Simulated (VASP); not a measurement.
# Si2Ni (Fm-3m) in VASP: further runs, part 2 of 2

VASP 6.6.1.

## (4) Single point, PBEsol, collinear spin, ferromagnetic start

Input file INCAR:

```
SYSTEM = Si2Ni
ALGO = Normal
EDIFF = 1E-6
ENCUT = 520
GGA = PS
ISIF = 2
ISMEAR = -1
ISPIN = 2
LASPH = .True.
LCHARG = .True.
LELF = .True.
LMAXMIX = 4
LORBIT = 11
LREAL = .False.
LVHAR = .True.
LWAVE = .False.
MAGMOM = 1 0 0
NBANDS = 20
NELM = 150
PREC = Accurate
SIGMA = 0.05
```

Input file KPOINTS:

```
k-points
0
Gamma
  5 5 5
  0 0 0
```

Input file POSCAR:

```
Si2Ni
1.0
    0.0000000000      2.7030000000      2.7030000000
    2.7030000000      0.0000000000      2.7030000000
    2.7030000000      2.7030000000      0.0000000000
Ni Si
1 2
Direct
    0.0000000000      0.0000000000      0.0000000000
    0.7500000000      0.7500000000      0.7500000000
    0.2500000000      0.2500000000      0.2500000000
```

Potentials or basis: VASP PAW PBE potentials, release 64 (Ni, Si).

On the command line:

```
$ cat potpaw_PBE.64/Ni/POTCAR potpaw_PBE.64/Si/POTCAR > POTCAR
$ mpirun -np 1 vasp_std > vasp.out
```

OUTCAR:

```text
SYSTEM = Si2Ni
   EDIFF = 1E-6
   ENCUT = 520
   GGA = PS
   ISIF = 2
   ISMEAR = -1
   ISPIN = 2
   LASPH = .True.
   LORBIT = 11
   LREAL = .False.
   NELM = 150
   PREC = Accurate

 ion  position               nearest neighbor table
   1  0.000  0.000  0.000-   2 2.34   2 2.34   3 2.34   3 2.34   2 2.34   2 2.34   3 2.34   3 2.34

   2  0.750  0.750  0.750-   1 2.34   1 2.34   1 2.34   1 2.34   3 2.70   3 2.70   3 2.70   3 2.70
                             3 2.70   3 2.70
   3  0.250  0.250  0.250-   1 2.34   1 2.34   1 2.34   1 2.34   2 2.70   2 2.70   2 2.70   2 2.70
                             2 2.70   2 2.70

  LATTYP: Found a face centered cubic cell.
 ALAT       =     5.4060000000

  Lattice vectors:

 A1 = (   0.0000000000,   2.7030000000,   2.7030000000)
 A2 = (   2.7030000000,   0.0000000000,   2.7030000000)
 A3 = (   2.7030000000,   2.7030000000,   0.0000000000)

Analysis of symmetry for initial positions (statically):
=====================================================================
 Subroutine PRICEL returns:
 Original cell was already a primitive cell.

 Routine SETGRP: Setting up the symmetry group for a
 face centered cubic supercell.

 Subroutine GETGRP returns: Found 48 space group operations
 (whereof 48 operations were pure point group operations)
 out of a pool of 48 trial point group operations.

The static configuration has the point symmetry O_h .

Analysis of symmetry for dynamics (positions and initial velocities):
=====================================================================
 Subroutine PRICEL returns:
 Original cell was already a primitive cell.

 Routine SETGRP: Setting up the symmetry group for a
 face centered cubic supercell.

 Subroutine GETGRP returns: Found 48 space group operations
 (whereof 48 operations were pure point group operations)
 out of a pool of 48 trial point group operations.

The dynamic configuration has the point symmetry O_h .

Analysis of structural, dynamic, and magnetic symmetry:
=====================================================================
 Subroutine PRICEL returns:
 Original cell was already a primitive cell.

 Routine SETGRP: Setting up the symmetry group for a
 face centered cubic supercell.

 Subroutine GETGRP returns: Found 48 space group operations
 (whereof 48 operations were pure point group operations)
 out of a pool of 48 trial point group operations.

The overall configuration has the point symmetry O_h .

 Subroutine INISYM returns: Found 48 space group operations
 (whereof 48 operations are pure point group operations),
 and found     1 'primitive' translations

----------------------------------------------------------------------------------------

                                     Primitive cell

  volume of cell :      39.4974

  direct lattice vectors                    reciprocal lattice vectors
     0.000000000  2.703000000  2.703000000    -0.184979652  0.184979652  0.184979652
     2.703000000  0.000000000  2.703000000     0.184979652 -0.184979652  0.184979652
     2.703000000  2.703000000  0.000000000     0.184979652  0.184979652 -0.184979652

[... 63 lines left out ...]
   ICHARG =      2    charge: 1-file 2-atom 10-const
   ISPIN  =      2    spin polarized calculation?
   LNONCOLLINEAR =      F non collinear calculations
   LSORBIT =      F    spin-orbit coupling
   LASPH  =      T    aspherical Exc in radial PAW
   ENCUT  =  520.0 eV  38.22 Ry    6.18 a.u.   7.11  7.11  7.11*2*pi/ulx,y,z
   NELM   =    150;   NELMIN=  2; NELMDL= -5     # of ELM steps
   EDIFF  = 0.1E-05   stopping-criterion for ELM
   LREAL  =      F    real-space projection
   EDIFFG = 0.1E-04   stopping-criterion for IOM
   NSW    =      0    number of steps for IOM
   IBRION =     -1    ionic relax: 0-MD 1-quasi-New 2-CG
   NFREE  =      0    steps in history (QN), initial steepest desc. (CG)
   ISIF   =      2    stress and relaxation
   ISYM   =      2    0-nonsym 1-usesym 2-fastsym
   POTIM  = 0.5000    time-step for ionic-motion
   TEBEG  =    0.0;   TEEND  =   0.0 temperature during run
   PSTRESS=    0.0 pullay stress
   NELECT =      18.0000    total number of electrons
   NUPDOWN=      -1.0000    fix difference up-down
   EMIN   =  10.00;   EMAX   =-10.00  energy-range for DOS
   EFERMI =   0.00;   METHOD = LEGACY
   ISMEAR =    -1;   SIGMA  =   0.05  broadening in eV -4-tet -1-fermi 0-gaus
   EFERMI_NEDOS =   21; number of points for ismear=-14 and -15
   IALGO  =     38    algorithm
   IMIX   =      4    mixing-type and parameters
     AMIX     =   0.40;   BMIX     =  1.00
     AMIX_MAG =   1.60;   BMIX_MAG =  1.00
  volume/ion in A,a.u.               =      13.17        88.85
  Fermi-wavevector in a.u.,A,eV,Ry     =   1.259823  2.380721 21.594550  1.587155
  Thomas-Fermi vector in A             =   2.393364
   LORBIT       =     11    0 simple, 1 ext, 2 COOP (PROOUT), +10 PAW based schemes
   GGA     = PS    functional components
   LHFCALC =     F    Hartree Fock is set to
   AEXX    =    0.0000 exact exchange contribution
   IVDW    =     0    specifies the selected vdW correction
   LEPSILON=     F    determine dielectric tensor
   LRPA    =     F    only Hartree local field effects (RPA)
 spin polarized calculation
  energy-cutoff  :      520.00
  volume of cell :       39.50
 maximum number of plane-waves:      1073
   NGX = 15   NGY = 15   NGZ = 15

 number of electron      17.9999999 magnetization       0.0008888

 number of electron      17.9999999 magnetization      -0.0001388

 Free energy of the ion-electron system (eV)
  ---------------------------------------------------
  ext. energy  EPLUGINS =         0.00000000
  ---------------------------------------------------
  free energy    TOTEN  =       -18.94020896 eV

  energy without entropy =      -18.93144794  energy(sigma->0) =      -18.93582845

 E-fermi :  10.4021     XC(G=0): -11.6976

 val. band max:       10.1010418941   @ k =   0.0000   0.0000   0.0000
 cond. band min:      10.4093218125   @ k =  -0.4000   0.4000   0.0000
 fundamental gap:      0.3082799185
 Fermi energy:        10.4020920189

 spin component 1

 k-point     1 :       0.0000    0.0000    0.0000
  band No.  band energies     occupation
      1      -3.4885      1.00000
      2       5.1352      1.00000
      3       5.1352      1.00000
      4       5.1352      1.00000
      5       6.8226      1.00000
      6       6.8226      1.00000
[... 206 lines left out ...]
      6       6.5858      1.00000
[... 12 lines left out ...]
     19      24.4158      0.00000
     20      25.6270      0.00000
 Fermi energy:        10.4020920189

 spin component 2

 k-point     1 :       0.0000    0.0000    0.0000
  band No.  band energies     occupation
      1      -3.4884      1.00000
      2       5.1352      1.00000
      3       5.1352      1.00000
      4       5.1352      1.00000
      5       6.8229      1.00000
      6       6.8229      1.00000
[... 219 lines left out ...]
     19      24.4158      0.00000
     20      25.6271      0.00000

------------------------ aborting loop because EDIFF is reached ----------------------------------------

  FORCE on cell =-STRESS in cart. coord.  units (eV):
  Direction    XX          YY          ZZ          XY          YZ          ZX
  --------------------------------------------------------------------------------------
  -------------------------------------------------------------------------------------
  Total       -0.1710341     -0.1710341     -0.1710341      0.0000000      0.0000000      0.0000000
  in kB       -6.9378526     -6.9378526     -6.9378526      0.0000000      0.0000000      0.0000000
  external PRESSURE =      -6.9378526 kB  Pullay stress =       0.0000000 kB

 VOLUME and BASIS-vectors are now :
 -----------------------------------------------------------------------------
  energy-cutoff  :      520.00
  volume of cell :       39.50
      direct lattice vectors                 reciprocal lattice vectors
     0.000000000  2.703000000  2.703000000    -0.184979652  0.184979652  0.184979652
     2.703000000  0.000000000  2.703000000     0.184979652 -0.184979652  0.184979652
     2.703000000  2.703000000  0.000000000     0.184979652  0.184979652 -0.184979652

 POSITION                                       TOTAL-FORCE (eV/Angst)
 -----------------------------------------------------------------------------------
      0.00000      0.00000      0.00000        -0.000000     -0.000000     -0.000000
      4.05450      4.05450      4.05450         0.000000      0.000000      0.000000
      1.35150      1.35150      1.35150        -0.000000     -0.000000     -0.000000
 -----------------------------------------------------------------------------------
    total drift:                               -0.000000     -0.000000      0.000000

  FREE ENERGIE OF THE ION-ELECTRON SYSTEM (eV)
  ---------------------------------------------------
  free  energy   TOTEN  =       -18.9402089595 eV

  energy  without entropy=      -18.9314479450  energy(sigma->0) =      -18.93582845

 total charge

# of ion       s       p       d       tot
------------------------------------------
    1        0.565   0.808   8.453   9.825
    2        0.743   0.842   0.000   1.585
    3        0.743   0.842   0.000   1.585
--------------------------------------------------
tot          2.050   2.493   8.453  12.996

 magnetization (x)

# of ion       s       p       d       tot
------------------------------------------
    1        0.000   0.000   0.000   0.000
    2       -0.000  -0.000   0.000  -0.000
    3       -0.000  -0.000   0.000  -0.000
--------------------------------------------------
tot         -0.000   0.000   0.000   0.000
```

It took 9.1 s on 1 thread of Intel Xeon 6975P-C (Granite Rapids), shared host; peak memory 0.17 GiB.

What came out:

```
Free energy                                           : -18.9402 eV
Pressure                                              : -0.7 GPa
Band gap on the k mesh                                : zero (filled and empty bands overlap)
Net moment                                            : 0.00 μB per cell
Valence electrons inside the program's atomic spheres : Ni 9.82; Si 1.58
```

Levels at points of the mesh, in eV from the Fermi level:
Spin up:
| k point | band 7 | band 8 | band 9 | band 10 | band 11 | band 12 |
| --- | --- | --- | --- | --- | --- | --- |
| (0.00, 0.00, 0.00) | -0.30 | 1.67 | 1.67 | 1.67 | 2.21 | 2.21 |
Spin down:
```tsv
k point	band 7	band 8	band 9	band 10	band 11	band 12
(0.00, 0.00, 0.00)	-0.30	1.67	1.67	1.67	2.21	2.21
```

Caveat: the k points lie up to 0.40 Å⁻¹ apart; the PAW data sets were made with another functional, which shifts forces and pressure a little.

## (5) Single point, RPBE, collinear spin, ferromagnetic start

Input file INCAR:

```
SYSTEM = Si2Ni
ALGO = Normal ; EDIFF = 1E-7
ENCUT = 520 ; GGA = RP
ISIF = 2 ; ISMEAR = -1
ISPIN = 2 ; LASPH = .TRUE.
LCHARG = .FALSE. ; LMAXMIX = 4
LORBIT = 11 ; LREAL = .FALSE.
LWAVE = .FALSE. ; MAGMOM = 1 0 0
NBANDS = 20 ; NELM = 150
PREC = Accurate ; SIGMA = 0.05
```

Input file KPOINTS:

```
k-points
0
G
  5 5 5
  0 0 0
```

POSCAR is that of step 4.

On the command line:

```
$ cat potpaw_PBE.64/Ni/POTCAR potpaw_PBE.64/Si/POTCAR > POTCAR
$ mpirun -np 1 vasp_std > vasp.out
```

Run time: 9.8 s. Hardware: 1 thread of Intel Xeon 6975P-C (Granite Rapids), shared host; peak memory 0.17 GiB.

The run converged. Its results:

* Free energy: -16.1486 eV
* Pressure: 6.3 GPa
* Band gap on the k mesh: zero (filled and empty bands overlap)
* Net moment: 0.00 μB per cell
* Valence electrons inside the program's atomic spheres: Ni 9.80; Si 1.59

Levels at points of the mesh, in eV from the Fermi level:
Spin up:
```
           k point  band 5  band 6  band 7  band 8  band 9  band 10  band 11  band 12  band 13  band 14
(0.00, 0.00, 0.00)   -3.59   -3.59   -0.27    1.63    1.63     1.63     2.20     2.20     2.20     4.69
```
Spin down:
```csv
k point,band 5,band 6,band 7,band 8,band 9,band 10,band 11,band 12,band 13,band 14
"(0.00, 0.00, 0.00)",-3.59,-3.59,-0.27,1.63,1.63,1.63,2.20,2.20,2.20,4.69
```

Caveat: the k points lie up to 0.40 Å⁻¹ apart; the PAW data sets were made with another functional, which shifts forces and pressure a little.

## (6) Single point, revPBE, collinear spin, ferromagnetic start

Input file INCAR:

```
PREC = Accurate ; ENCUT = 520
EDIFF = 1E-7 ; ISMEAR = -1
SIGMA = 0.05 ; LREAL = False
LASPH = True ; NELM = 150
ALGO = Normal ; ISIF = 2
LWAVE = False ; LCHARG = True
ISPIN = 2 ; MAGMOM = 1 0 0
LORBIT = 11 ; LMAXMIX = 4
GGA = RE ; LELF = True
LVHAR = True ; NBANDS = 20
```

Input file KPOINTS:

```
Automatic mesh
0
Gamma
  5 5 5
```

POSCAR is that of step 5.

Potentials or basis: VASP PAW PBE potentials, release 64 (Ni, Si).

On the command line:

```
$ cat potpaw_PBE.64/Ni/POTCAR potpaw_PBE.64/Si/POTCAR > POTCAR
$ mpirun -np 1 vasp_std > vasp.out
```

It took 10 s on 1 thread of Intel Xeon 6975P-C (Granite Rapids), shared host; peak memory 0.17 GiB.

It converged, with:

```
Free energy                                           : -16.4042 eV
Pressure                                              : 5.6 GPa
Band gap on the k mesh                                : zero (filled and empty bands overlap)
Net moment                                            : 0.00 μB per cell
Valence electrons inside the program's atomic spheres : Ni 9.80; Si 1.59
```

Levels at points of the mesh, in eV from the Fermi level:
Spin up:
```
           k point  band 6  band 7  band 8  band 9  band 10  band 11  band 12  band 13
(0.00, 0.00, 0.00)   -3.59   -0.28    1.63    1.63     1.63     2.21     2.21     2.21
```
Spin down:
```csv
k point,band 5,band 6,band 7,band 8,band 9,band 10,band 11,band 12,band 13,band 14
"(0.00, 0.00, 0.00)",-3.59,-3.59,-0.28,1.63,1.63,1.63,2.21,2.21,2.21,4.69
```

Caveat: the k points lie up to 0.40 Å⁻¹ apart; the PAW data sets were made with another functional, which shifts forces and pressure a little.

## (7) Overview

| level | potentials or basis | gap on the mesh (eV) | pressure (GPa) | moment (μB) |
| --- | --- | --- | --- | --- |
| LDA | VASP PAW LDA potentials, release 64 (Ni, Si) | none | -4.0 | 0.00 |
| PBE | VASP PAW PBE potentials, release 64 (Ni, Si) | none | 3.7 | 0.00 |
| PBEsol | VASP PAW PBE potentials, release 64 (Ni, Si) | none | -0.7 | 0.00 |
| RPBE | VASP PAW PBE potentials, release 64 (Ni, Si) | none | 6.3 | 0.00 |
| revPBE | VASP PAW PBE potentials, release 64 (Ni, Si) | none | 5.6 | 0.00 |

Alike in all rows: task single point; spin collinear, ferromagnetic start; cell as given; k mesh 5 × 5 × 5; cutoff (eV) 520; smearing fermi-dirac 0.05 eV.

Caveats: all runs use coarse meshes; the PAW data sets were made with another functional, which shifts forces and pressure a little (some runs).

Absolute energies hang on the potentials; compare differences alone.
